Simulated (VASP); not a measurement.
BaTiO3, 5 atoms in the cell. It takes space group Pm-3m (No. 221, cubic). The conventional cell has a = 3.852 Å, b = 3.852 Å, c = 3.852 Å, α = 90.00°, β = 90.00°, γ = 90.00°. Within 3.6 Å of Ba (site symmetry m-3m) lie 12 O at 2.72 Å and 8 Ti at 3.34 Å. Ti (site symmetry m-3m) has 6 O at 1.93 Å within 2.6 Å. O (site symmetry 4/mmm) has 2 Ti at 1.93 Å within 2.6 Å. 

| Item | Value |
| --- | --- |
| Program | VASP 6.6.1 |
| Task | single point |
| Functional | PBEsol |
| Potentials or basis | VASP PAW PBE potentials, release 64 (Ba_sv, Ti_sv, O) |
| Cutoff | 520 eV |
| k mesh | 7 × 7 × 7 |
| Occupations | fermi-dirac, width 0.05 eV |
| Spin | no spin polarisation |
| Dipole correction | no |
| Further INCAR settings | ALGO = Normal; EDIFF = 1e-06; NBANDS = 28 |

Potentials or basis: VASP PAW PBE potentials, release 64 (Ba_sv, Ti_sv, O).

The run is started by

```console
$ cat potpaw_PBE.64/Ba_sv/POTCAR potpaw_PBE.64/Ti_sv/POTCAR potpaw_PBE.64/O/POTCAR > POTCAR
$ mpirun -np 1 vasp_std > vasp.out
```

Hardware: 1 thread of AMD EPYC 9R45 (Zen 5), on a shared host.

Task: Estimate the wall time of this run.

Result: It took 24 s on 1 thread of AMD EPYC 9R45 (Zen 5), with other jobs on the host, peak memory 0.15 GiB. Counts: scf iterations 17, k points 20.
